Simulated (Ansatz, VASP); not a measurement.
Given: the input of a run of VASP 6.6.1 on BAs.

POSCAR

```
BAs
1.0
    0.0000000000      2.3885000000      2.3885000000
    2.3885000000      0.0000000000      2.3885000000
    2.3885000000      2.3885000000      0.0000000000
As B
1 1
Direct
    0.7500000000      0.7500000000      0.7500000000
    0.0000000000      0.0000000000      0.0000000000
```

File INCAR.step1:

```
SYSTEM = BAs
PREC     = Accurate       ! precision mode
ENCUT    = 520            ! plane-wave cutoff, eV
EDIFF    = 1E-5           ! SCF threshold, eV
ISMEAR   = -1             ! smearing method
SIGMA    = 0.05           ! smearing width, eV
LREAL    = .FALSE.        ! projectors in reciprocal space
LASPH    = .TRUE.         ! aspherical terms in the spheres
NELM     = 80             ! most SCF steps
ALGO     = Normal         ! electronic algorithm
ISIF     = 2              ! what is computed and relaxed
LWAVE    = .TRUE.         ! write WAVECAR
GGA      = PE             ! functional
NBANDS   = 11             ! bands
```

Contents of INCAR.step2:

```
SYSTEM = BAs
PREC     = Accurate       ! precision mode
ENCUT    = 520            ! plane-wave cutoff, eV
EDIFF    = 1E-6           ! SCF threshold, eV
ISMEAR   = -1             ! smearing method
SIGMA    = 0.05           ! smearing width, eV
LREAL    = .FALSE.        ! projectors in reciprocal space
LASPH    = .TRUE.         ! aspherical terms in the spheres
NELM     = 80             ! most SCF steps
ALGO     = Normal         ! electronic algorithm
ISIF     = 2              ! what is computed and relaxed
LWAVE    = .FALSE.        ! write WAVECAR
LCHARG   = .TRUE.         ! write CHGCAR
METAGGA  = R2SCAN         ! meta-GGA
LHFCALC  = .TRUE.         ! exact exchange
AEXX     = 0.25           ! exact-exchange fraction
LMIXTAU  = .TRUE.       
PRECFOCK = Normal       
LELF     = .TRUE.         ! ELF
LVHAR    = .TRUE.       
ISTART   = 1            
NBANDS   = 11             ! bands
```

The input KPOINTS:

```
Automatic mesh
0
G
  5 5 5
  0 0 0
```

Potentials or basis: VASP PAW PBE potentials, release 64 (As, B).

Command:

```sh
$ cat potpaw_PBE.64/As/POTCAR potpaw_PBE.64/B/POTCAR > POTCAR
$ cp INCAR.step1 INCAR
$ mpirun -np 1 vasp_std > vasp.out
$ cp INCAR.step2 INCAR
$ mpirun -np 1 vasp_std > vasp.out
```

**Question.** Translate it to Ansatz 0.2.0. Potentials there: Ansatz PAW.

**Answer.** As run (the cutoff follows the program's own potentials):

Contents of input.yaml:

```yaml
crystal:
  lattice:
    - [0.0, 2.3885, 2.3885]
    - [2.3885, 0.0, 2.3885]
    - [2.3885, 2.3885, 0.0]
  atoms:
    - { symbol: As, position: [0.75, 0.75, 0.75] }
    - { symbol: B, position: [0.0, 0.0, 0.0] }
hamiltonian:
  xc: r2scan0
  pseudopotentials: { kind: paw }
kpoints:
  mp_grid: { grid: [5, 5, 5] }
scf:
  occupations: { method: fermi_dirac, width: 0.05 }
output:
  forces: true
  stress: true
  eigenvalues: true
```

Potentials or basis: Ansatz PAW.

Launch:

```console
$ ansatz run input.yaml --threads 2 --pin off --max-ram 5632MiB --backend cpu --events-out ev --progress --plain --runs-dir out
```

Both were run:

|  | VASP | Ansatz | Ansatz less VASP |
| --- | --- | --- | --- |
| gap on the k mesh at the Fermi level (eV) | 2.67 | 2.61 | -0.052 |
| least direct gap on the mesh (eV) | 4.91 | 4.86 | -0.046 |
| pressure (GPa) | -1.9 | -1.5 | +0.40 |

VASP's potentials were made for PBE, not for r2SCAN0. With one functional, cell and mesh, what is left measures potentials, basis and numerics. VASP's potentials hold 8 valence electrons a cell and Ansatz's 18, so a difference there can come from the potentials and not from the codes.

The k mesh is coarse, so the values compare programs but aren't converged. Noted on Ansatz's run: odd divisions of the mesh miss points on the zone boundary, where band edges often lie, so the gap on the mesh can be too wide.
